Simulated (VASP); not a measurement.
# Pt (Fm-3m) in VASP: a series of runs

Runs on Pt. Level: r2SCAN. Tasks: single point, relaxation of cell and atoms.

Program: VASP 6.6.1. These are calculated values, not measurements. Logs are shortened: lines on timing, memory, paths and dates and some standing lists are left out, and cuts for length are marked.

### 1 The cell of the first run

It takes space group Fm-3m (No. 225, cubic). The conventional cell has a = 3.937 Å, b = 3.937 Å, c = 3.937 Å, α = 90.00°, β = 90.00°, γ = 90.00°. Within 3.7 Å of Pt (site symmetry m-3m) lie 12 Pt at 2.78 Å.

### 2 Single point, r2SCAN

Input file POSCAR:

```
Pt
1.0
    0.0000000000      1.9686228188      1.9686228188
    1.9686228188      0.0000000000      1.9686228188
    1.9686228188      1.9686228188      0.0000000000
Pt
1
Direct
    0.0000000000      0.0000000000      0.0000000000
```

Input file INCAR.step1:

```
SYSTEM = Pt
  ALGO = Normal
  EDIFF = 1E-4
  ENCUT = 520
  GGA = PE
  ISMEAR = -1
  LASPH = .True.
  LCHARG = .False.
  LREAL = .False.
  LWAVE = .True.
  NBANDS = 11
  NELM = 80
  PREC = Accurate
  SIGMA = 0.05
```

Input file INCAR.step2:

```
SYSTEM = Pt
  ALGO = Normal
  EDIFF = 1E-6
  ENCUT = 520
  ISIF = 2
  ISMEAR = -1
  ISTART = 1
  LASPH = .True.
  LCHARG = .False.
  LMIXTAU = .True.
  LREAL = .False.
  LWAVE = .False.
  METAGGA = R2SCAN
  NBANDS = 11
  NELM = 80
  PREC = Accurate
  SIGMA = 0.05
```

Input file KPOINTS:

```
k-points
0
Gamma
  8 8 8
  0 0 0
```

Potentials or basis: VASP PAW PBE potentials, release 64 (Pt).

Run with:

```sh
$ cat potpaw_PBE.64/Pt/POTCAR > POTCAR
$ cp INCAR.step1 INCAR
$ mpirun -np 1 vasp_std > vasp.out
$ cp INCAR.step2 INCAR
$ mpirun -np 1 vasp_std > vasp.out
```

OUTCAR:

```text
SYSTEM = Pt
   EDIFF = 1E-6
   ENCUT = 520
   ISIF = 2
   ISMEAR = -1
   ISTART = 1
   LASPH = .True.
   LREAL = .False.
   METAGGA = R2SCAN
   NELM = 80
   PREC = Accurate

 ion  position               nearest neighbor table
   1  0.000  0.000  0.000-

  LATTYP: Found a face centered cubic cell.
 ALAT       =     3.9372456376

  Lattice vectors:

 A1 = (   0.0000000000,   1.9686228188,   1.9686228188)
 A2 = (   1.9686228188,   0.0000000000,   1.9686228188)
 A3 = (   1.9686228188,   1.9686228188,   0.0000000000)

Analysis of symmetry for initial positions (statically):
=====================================================================
 Subroutine PRICEL returns:
 Original cell was already a primitive cell.

 Routine SETGRP: Setting up the symmetry group for a
 face centered cubic supercell.

 Subroutine GETGRP returns: Found 48 space group operations
 (whereof 48 operations were pure point group operations)
 out of a pool of 48 trial point group operations.

The static configuration has the point symmetry O_h .

Analysis of symmetry for dynamics (positions and initial velocities):
=====================================================================
 Subroutine PRICEL returns:
 Original cell was already a primitive cell.

 Routine SETGRP: Setting up the symmetry group for a
 face centered cubic supercell.

 Subroutine GETGRP returns: Found 48 space group operations
 (whereof 48 operations were pure point group operations)
 out of a pool of 48 trial point group operations.

The dynamic configuration has the point symmetry O_h .

 Subroutine INISYM returns: Found 48 space group operations
 (whereof 48 operations are pure point group operations),
 and found     1 'primitive' translations

----------------------------------------------------------------------------------------

                                     Primitive cell

  volume of cell :      15.2587

  direct lattice vectors                    reciprocal lattice vectors
     0.000000000  1.968622819  1.968622819    -0.253984661  0.253984661  0.253984661
     1.968622819  0.000000000  1.968622819     0.253984661 -0.253984661  0.253984661
     1.968622819  1.968622819  0.000000000     0.253984661  0.253984661 -0.253984661

  length of vectors
     2.784053090  2.784053090  2.784053090     0.439914338  0.439914338  0.439914338

  position of ions in fractional coordinates (direct lattice)
     0.000000000  0.000000000  0.000000000

  ion indices of the primitive-cell ions
   primitive index   ion index
                 1           1

----------------------------------------------------------------------------------------

 KPOINTS: k-points

Automatic generation of k-mesh.
 Grid dimensions read from file:
 generate k-points for:    8    8    8

 Generating k-lattice:

  Cartesian coordinates                     Fractional coordinates (reciprocal lattice)
    -0.031748083  0.031748083  0.031748083     0.125000000  0.000000000  0.000000000
     0.031748083 -0.031748083  0.031748083     0.000000000  0.125000000  0.000000000
     0.031748083  0.031748083 -0.031748083     0.000000000  0.000000000  0.125000000

  Length of vectors
     0.054989292  0.054989292  0.054989292

  Shift w.r.t. Gamma in fractional coordinates (k-lattice)
     0.000000000  0.000000000  0.000000000

 Subroutine IBZKPT returns following result:
 ===========================================

 Found     29 irreducible k-points:

 Following reciprocal coordinates:
            Coordinates               Weight
  0.000000  0.000000  0.000000      1.000000
  0.125000  0.000000  0.000000      8.000000
  0.250000  0.000000  0.000000      8.000000
  0.375000  0.000000  0.000000      8.000000
  0.500000  0.000000  0.000000      4.000000
  0.125000  0.125000  0.000000      6.000000
[... 16 lines left out ...]
  0.500000  0.250000  0.125000     48.000000
 -0.375000  0.250000  0.125000     24.000000
 [... further k-points ...]
   k-points           NKPTS =     29   k-points in BZ     NKDIM =     29   number of bands    NBANDS=     11
   number of dos      NEDOS =    301   number of ions     NIONS =      1
   total plane-waves  NPLWV =  13824
   dimension x,y,z NGX =    24 NGY =   24 NGZ =   24
   dimension x,y,z NGXF=    48 NGYF=   48 NGZF=   48
   ions per type =               1
   NGX,Y,Z   is equivalent  to a cutoff of  14.33, 14.33, 14.33 a.u.
   NGXF,Y,Z  is equivalent  to a cutoff of  28.66, 28.66, 28.66 a.u.
 SYSTEM =  Pt
   PREC   = accura    normal or accurate (medium, high low for compatibility)
   ISTART =      1    job   : 0-new  1-cont  2-samecut
   ICHARG =      0    charge: 1-file 2-atom 10-const
   ISPIN  =      1    spin polarized calculation?
   LNONCOLLINEAR =      F non collinear calculations
   LSORBIT =      F    spin-orbit coupling
   LASPH  =      T    aspherical Exc in radial PAW
   ENCUT  =  520.0 eV  38.22 Ry    6.18 a.u.   5.18  5.18  5.18*2*pi/ulx,y,z
   NELM   =     80;   NELMIN=  2; NELMDL=  0     # of ELM steps
   EDIFF  = 0.1E-05   stopping-criterion for ELM
   LREAL  =      F    real-space projection
   EDIFFG = 0.1E-04   stopping-criterion for IOM
   NSW    =      0    number of steps for IOM
   IBRION =     -1    ionic relax: 0-MD 1-quasi-New 2-CG
   NFREE  =      0    steps in history (QN), initial steepest desc. (CG)
   ISIF   =      2    stress and relaxation
   ISYM   =      2    0-nonsym 1-usesym 2-fastsym
   POTIM  = 0.5000    time-step for ionic-motion
   TEBEG  =    0.0;   TEEND  =   0.0 temperature during run
   PSTRESS=    0.0 pullay stress
   NELECT =      10.0000    total number of electrons
   NUPDOWN=      -1.0000    fix difference up-down
   EMIN   =  10.00;   EMAX   =-10.00  energy-range for DOS
   EFERMI =   0.00;   METHOD = LEGACY
   ISMEAR =    -1;   SIGMA  =   0.05  broadening in eV -4-tet -1-fermi 0-gaus
   EFERMI_NEDOS =   21; number of points for ismear=-14 and -15
   IALGO  =     38    algorithm
   IMIX   =      4    mixing-type and parameters
     AMIX     =   0.40;   BMIX     =  1.00
     AMIX_MAG =   1.60;   BMIX_MAG =  1.00
  volume/ion in A,a.u.               =      15.26       102.97
  Fermi-wavevector in a.u.,A,eV,Ry     =   1.422009  2.687207 27.512468  2.022109
  Thomas-Fermi vector in A             =   2.542758
   LORBIT       =      0    0 simple, 1 ext, 2 COOP (PROOUT), +10 PAW based schemes
   METAGGA = R2SCAN    functional components
   LHFCALC =     F    Hartree Fock is set to
   AEXX    =    0.0000 exact exchange contribution
   IVDW    =     0    specifies the selected vdW correction
   LEPSILON=     F    determine dielectric tensor
   LRPA    =     F    only Hartree local field effects (RPA)
 non-spin polarized calculation
  energy-cutoff  :      520.00
  volume of cell :       15.26
 maximum number of plane-waves:       428
 NGX is ok and might be reduce to    24
   NGX = 11   NGY = 11   NGZ = 11

 number of electron      10.0000000 magnetization

 Free energy of the ion-electron system (eV)
  ---------------------------------------------------
  ext. energy  EPLUGINS =         0.00000000
  ---------------------------------------------------
  free energy    TOTEN  =       -51.48730231 eV

  energy without entropy =      -51.47275955  energy(sigma->0) =      -51.48003093

 E-fermi :  10.7059     XC(G=0): -14.5704

 val. band max:       10.6901750909   @ k =   0.5000   0.5000   0.0000
 cond. band min:      10.7126258215   @ k =  -0.2500   0.1250   0.0000
 fundamental gap:      0.0224507306
 Fermi energy:        10.7058813870

 k-point     1 :       0.0000    0.0000    0.0000
  band No.  band energies     occupation
      1       0.4201      2.00000
      2       6.9143      2.00000
      3       6.9143      2.00000
      4       6.9143      2.00000
      5       9.0339      2.00000
      6       9.0339      2.00000
      7      26.3103      0.00000
      8      31.4110      0.00000
      9      31.4110      0.00000
     10      31.4110      0.00000
     11      37.2581      0.00000

 k-point     2 :       0.1250    0.0000    0.0000
  band No.  band energies     occupation
      1       1.0490      2.00000
      2       6.6714      2.00000
      3       7.1373      2.00000
      4       7.1373      2.00000
      5       8.9365      2.00000
      6       8.9365      2.00000
      7      27.1990      0.00000
      8      28.9021      0.00000
      9      32.3517      0.00000
     10      32.3517      0.00000
     11      38.2016      0.00000

 k-point     3 :       0.2500    0.0000    0.0000
  band No.  band energies     occupation
      1       2.5137      2.00000
      2       6.5921      2.00000
      3       7.2788      2.00000
      4       7.2788      2.00000
      5       9.2424      2.00000
      6       9.2424      2.00000
      7      24.7928      0.00000
      8      28.0454      0.00000
      9      34.3794      0.00000
     10      34.3794      0.00000
     11      35.4648      0.00000

 k-point     4 :       0.3750    0.0000    0.0000
  band No.  band energies     occupation
      1       3.2867      2.00000
      2       6.9824      2.00000
      3       6.9824      2.00000
      4       8.3762      2.00000
      5      10.2301      1.99985
      6      10.2301      1.99985
      7      19.9633      0.00000
      8      26.6342      0.00000
      9      32.0921      0.00000
     10      32.0921      0.00000
     11      38.4130      0.00000
[... 239 lines left out ...]
 k-point    22 :       0.3750    0.2500    0.1250
  band No.  band energies     occupation
      1       3.8362      2.00000
      2       5.5749      2.00000
      3       6.8808      2.00000
      4       8.6093      2.00000
      5       8.6540      2.00000
      6      10.7626      0.48697
      7      24.9843      0.00000
      8      27.1294      0.00000
      9      29.6640      0.00000
     10      32.0130      0.00000
     11      36.0243      0.00000

 k-point    23 :       0.5000    0.2500    0.1250
  band No.  band energies     occupation
      1       4.6241      2.00000
      2       6.1002      2.00000
      3       6.3834      2.00000
      4       8.2767      2.00000
      5      10.0017      2.00000
      6      12.7779      0.00000
      7      20.4916      0.00000
      8      25.7750      0.00000
      9      27.8394      0.00000
     10      32.1993      0.00000
     11      36.2104      0.00000

 k-point    24 :      -0.3750    0.2500    0.1250
  band No.  band energies     occupation
      1       4.6274      2.00000
      2       5.8763      2.00000
      3       7.3018      2.00000
      4       8.0006      2.00000
      5      10.5540      1.90845
      6      15.4376      0.00000
      7      16.5372      0.00000
      8      26.1019      0.00000
      9      26.6324      0.00000
     10      30.9055      0.00000
     11      38.0762      0.00000

 [... further k-points ...]
[... 5 lines left out ...]
  --------------------------------------------------------------------------------------
  -------------------------------------------------------------------------------------
  Total        0.0629359      0.0629359      0.0629359      0.0000000      0.0000000      0.0000000
  in kB        6.6083310      6.6083310      6.6083310      0.0000000      0.0000000      0.0000000
  external PRESSURE =       6.6083310 kB  Pullay stress =       0.0000000 kB

 VOLUME and BASIS-vectors are now :
 -----------------------------------------------------------------------------
  energy-cutoff  :      520.00
  volume of cell :       15.26
      direct lattice vectors                 reciprocal lattice vectors
     0.000000000  1.968622819  1.968622819    -0.253984661  0.253984661  0.253984661
     1.968622819  0.000000000  1.968622819     0.253984661 -0.253984661  0.253984661
     1.968622819  1.968622819  0.000000000     0.253984661  0.253984661 -0.253984661

 POSITION                                       TOTAL-FORCE (eV/Angst)
 -----------------------------------------------------------------------------------
      0.00000      0.00000      0.00000         0.000000      0.000000     -0.000000
 -----------------------------------------------------------------------------------
    total drift:                                0.000000     -0.000000     -0.000000

  FREE ENERGIE OF THE ION-ELECTRON SYSTEM (eV)
  ---------------------------------------------------
  free  energy   TOTEN  =       -51.4873023075 eV

  energy  without entropy=      -51.4727595496  energy(sigma->0) =      -51.48003093
```

It took 30 s on 1 thread of Intel Xeon 8259CL, shared host; peak memory 0.14 GiB.

Results:

| Quantity | Value |
| --- | --- |
| Free energy | -51.4873 eV |
| Pressure | 0.7 GPa |
| Band gap on the k mesh | zero (bands 5 and 6 overlap by 2.33 eV) |

Levels at points of the mesh, in eV from the Fermi level:
```csv
k point,band 3,band 4,band 5,band 6,band 7,band 8
"(0.00, 0.00, 0.00)",-3.79,-3.79,-1.67,-1.67,15.60,20.71
"(0.50, 0.00, 0.00)",-3.89,-0.18,0.07,0.07,6.13,15.25
"(0.50, 0.50, 0.00)",-0.02,0.55,0.55,2.05,9.28,12.06
```

Caveat: the PAW data sets were made with another functional, which shifts forces and pressure a little; spin-orbit coupling is left out, which moves the levels of the heavy elements.

### 3 Relaxation of cell and atoms, r2SCAN

This run uses another cell than the first one, of 15.08 Å³/atom.

Input file POSCAR:

```
Pt
1.0
    0.0000000000      1.9609000000      1.9609000000
    1.9609000000      0.0000000000      1.9609000000
    1.9609000000      1.9609000000      0.0000000000
Pt
1
Direct
    0.0000000000      0.0000000000      0.0000000000
```

Input file INCAR.step1:

```
ALGO = Normal ; EDIFF = 1E-4
ENCUT = 600 ; GGA = PE
ISMEAR = -1 ; LASPH = True
LCHARG = False ; LREAL = False
LWAVE = True ; NELM = 60
PREC = Accurate ; SIGMA = 0.05
```

Input file INCAR.step2:

```
ALGO = Normal ; EDIFF = 1E-6
EDIFFG = -0.02 ; ENCUT = 600
IBRION = 2 ; ISIF = 3
ISMEAR = -1 ; ISTART = 1
LASPH = True ; LCHARG = False
LMIXTAU = True ; LREAL = False
LWAVE = False ; METAGGA = R2SCAN
NELM = 60 ; NSW = 80
PREC = Accurate ; SIGMA = 0.05
```

Input file KPOINTS:

```
k-points
0
Gamma
  8 8 8
```

Potentials or basis: VASP PAW PBE potentials, release 64 (Pt).

Run with:

```sh
$ cat potpaw_PBE.64/Pt/POTCAR > POTCAR
$ cp INCAR.step1 INCAR
$ mpirun -np 1 vasp_std > vasp.out
$ cp INCAR.step2 INCAR
$ mpirun -np 1 vasp_std > vasp.out
```

OUTCAR:

```text
EDIFF = 1E-6
   EDIFFG = -0.02
   ENCUT = 600
   IBRION = 2
   ISIF = 3
   ISMEAR = -1
   ISTART = 1
   LASPH = True
   LREAL = False
   METAGGA = R2SCAN
   NELM = 60
   NSW = 80
   PREC = Accurate

 ion  position               nearest neighbor table
   1  0.000  0.000  0.000-

  LATTYP: Found a face centered cubic cell.
 ALAT       =     3.9218000000

  Lattice vectors:

 A1 = (   0.0000000000,   1.9609000000,   1.9609000000)
 A2 = (   1.9609000000,   0.0000000000,   1.9609000000)
 A3 = (   1.9609000000,   1.9609000000,   0.0000000000)

Analysis of symmetry for initial positions (statically):
=====================================================================
 Subroutine PRICEL returns:
 Original cell was already a primitive cell.

 Routine SETGRP: Setting up the symmetry group for a
 face centered cubic supercell.

 Subroutine GETGRP returns: Found 48 space group operations
 (whereof 48 operations were pure point group operations)
[... 210 lines left out ...]
      2       6.3733      2.00000
      3       6.3733      2.00000
      4       6.3733      2.00000
      5       8.3392      2.00000
      6       8.3392      2.00000
      7      25.6043      0.00000
      8      30.4447      0.00000
      9      30.4447      0.00000
[... 310 lines left out ...]
--------------------------------------- Ionic step        3  -------------------------------------------

 number of electron      10.0000001 magnetization

 Free energy of the ion-electron system (eV)
  ---------------------------------------------------
  ext. energy  EPLUGINS =         0.00000000
  ---------------------------------------------------
  free energy    TOTEN  =       -51.48647376 eV

  energy without entropy =      -51.47182350  energy(sigma->0) =      -51.47914863

 E-fermi :  10.6551     XC(G=0): -14.5515

 val. band max:       10.6386933072   @ k =   0.5000   0.5000   0.0000
 cond. band min:      10.6620787641   @ k =  -0.2500   0.1250   0.0000
 fundamental gap:      0.0233854569
 Fermi energy:        10.6551371115

 k-point     1 :       0.0000    0.0000    0.0000
  band No.  band energies     occupation
      1       0.4002      2.00000
      2       6.8803      2.00000
      3       6.8803      2.00000
      4       6.8803      2.00000
      5       8.9900      2.00000
      6       8.9900      2.00000
      7      26.2663      0.00000
      8      31.3519      0.00000
      9      31.3519      0.00000
[... 304 lines left out ...]
  FREE ENERGIE OF THE ION-ELECTRON SYSTEM (eV)
  ---------------------------------------------------
  free  energy   TOTEN  =       -51.4864737591 eV

  energy  without entropy=      -51.4718235048  energy(sigma->0) =      -51.47914863

 reached required accuracy - stopping structural energy minimisation
```

OUTCAR.step1:

```text
EDIFF = 1E-4
   ENCUT = 600
   GGA = PE
   ISMEAR = -1
   LASPH = True
[... 503 lines left out ...]

 POSITION                                       TOTAL-FORCE (eV/Angst)
 -----------------------------------------------------------------------------------
      0.00000      0.00000      0.00000        -0.000000      0.000000      0.000000
 -----------------------------------------------------------------------------------
    total drift:                               -0.000000      0.000000     -0.000000

  FREE ENERGIE OF THE ION-ELECTRON SYSTEM (eV)
  ---------------------------------------------------
  free  energy   TOTEN  =        -6.0763329441 eV

  energy  without entropy=       -6.0616164188  energy(sigma->0) =       -6.06897468
```

Wall time 2 min (1 thread of Intel Xeon 8259CL, shared host); peak memory 0.15 GiB.

Results:

* Free energy: -51.4865 eV
* Relaxed volume: 15.30 Å³/atom
* Relaxed cell: a = 2.787 Å, b = 2.787 Å, c = 2.787 Å, α = 60.00°, β = 60.00°, γ = 60.00°
* Space group after relaxing (to 0.1 Å): Fm-3m (No. 225)
* Energy gained by relaxing: 2.7 meV/atom
* Ionic steps: 3
* Pressure after relaxing: 0.0 GPa
* Band gap on the k mesh: zero (bands 5 and 6 overlap by 2.32 eV)

Step by step:
| step | energy change (eV) | largest force (eV/Å) | pressure (GPa) | volume (Å³) |
| --- | --- | --- | --- | --- |
| 1 | 0.0000 | 0.0000 | 4.12 | 15.08 |
| 2 | 0.0184 | 0.0000 | -9.90 | 15.94 |
| 3 | -0.0027 | 0.0000 | -0.04 | 15.30 |

Final structure:
```
CELL_PARAMETERS angstrom
0.00000 1.97038 1.97038
1.97038 0.00000 1.97038
1.97038 1.97038 0.00000
ATOMIC_POSITIONS crystal
Pt 0.00000 0.00000 0.00000
```

Levels at points of the mesh, in eV from the Fermi level:
| k point | band 1 | band 2 | band 3 | band 4 | band 5 | band 6 | band 7 | band 8 | band 9 |
| --- | --- | --- | --- | --- | --- | --- | --- | --- | --- |
| (0.00, 0.00, 0.00) | -10.25 | -3.77 | -3.77 | -3.77 | -1.67 | -1.67 | 15.61 | 20.70 | 20.70 |
| (0.50, 0.00, 0.00) | -7.36 | -3.87 | -3.87 | -0.17 | 0.07 | 0.07 | 6.10 | 15.25 | 19.93 |
| (0.50, 0.50, 0.00) | -7.07 | -6.65 | -0.02 | 0.55 | 0.55 | 2.05 | 9.25 | 12.05 | 12.05 |

Caveat: the PAW data sets were made with another functional, which shifts forces and pressure a little; spin-orbit coupling is left out, which moves the levels of the heavy elements. Zero-point motion and thermal expansion aren't in these numbers.
